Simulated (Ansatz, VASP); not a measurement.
Sb: VASP beside Ansatz

Contents of INCAR:

```
PREC = Accurate
ENCUT = 520
EDIFF = 1E-8
ISMEAR = -1
SIGMA = 0.03
LREAL = F
LASPH = T
NELM = 60
ALGO = Normal
ISIF = 2
LWAVE = F
LCHARG = F
GGA = PS
LEFG = T
NBANDS = 8
```

The input KPOINTS:

```
regular mesh
0
Gamma
  14 14 14
```

Contents of POSCAR:

```
Sb
1.0
   -0.0230500000      2.2934750000      2.2934750000
    2.2934750000     -0.0230500000      2.2934750000
    2.2934750000      2.2934750000     -0.0230500000
Sb
1
Direct
    0.0000000000      0.0000000000      0.0000000000
```

Input for Ansatz:

```yaml
crystal:
  lattice:
    - [-0.02305, 2.293475, 2.293475]
    - [2.293475, -0.02305, 2.293475]
    - [2.293475, 2.293475, -0.02305]
  atoms:
    - { symbol: Sb, position: [0.0, 0.0, 0.0] }
kpoints:
  mp_grid: { grid: [14, 14, 14] }
scf:
  occupations: { method: fermi_dirac, width: 0.03 }
hamiltonian:
  xc: pbesol
  pseudopotentials: { kind: all_electron, datasets: crystal }
output:
  forces: true
  stress: true
  eigenvalues: true
  efg: { contact_densities: true }
```

Change from the starting cell: equal xy, yz and zx shear strains of -1 %, crystal datasets.

Alike in both runs: task electric field gradients; functional PBEsol; k mesh 14 × 14 × 14; occupations fermi-dirac, width 0.03 eV; no spin polarisation.

|  | VASP | Ansatz |
| --- | --- | --- |
| version | VASP 6.6.1 | Ansatz 0.2.0 |
| potentials or method | VASP PAW PBE potentials, release 64 (Sb), cutoff 520 eV | all-electron PAW with datasets made for the crystal, scalar-relativistic |

```csv
,VASP,Ansatz,Ansatz less VASP
pressure (GPa),5.2,5.1,-0.03
"traceless stress, the component that is largest in VASP (GPa)",-0.42,-0.43,-0.004
size of Vzz on the site where it differs most (V/Å²),14.7,15.5,+0.70
```

VASP's potentials were made for PBE, not for PBEsol. Ansatz ran all-electron here, and VASP with PAW potentials.

Neither program's run includes spin-orbit coupling.
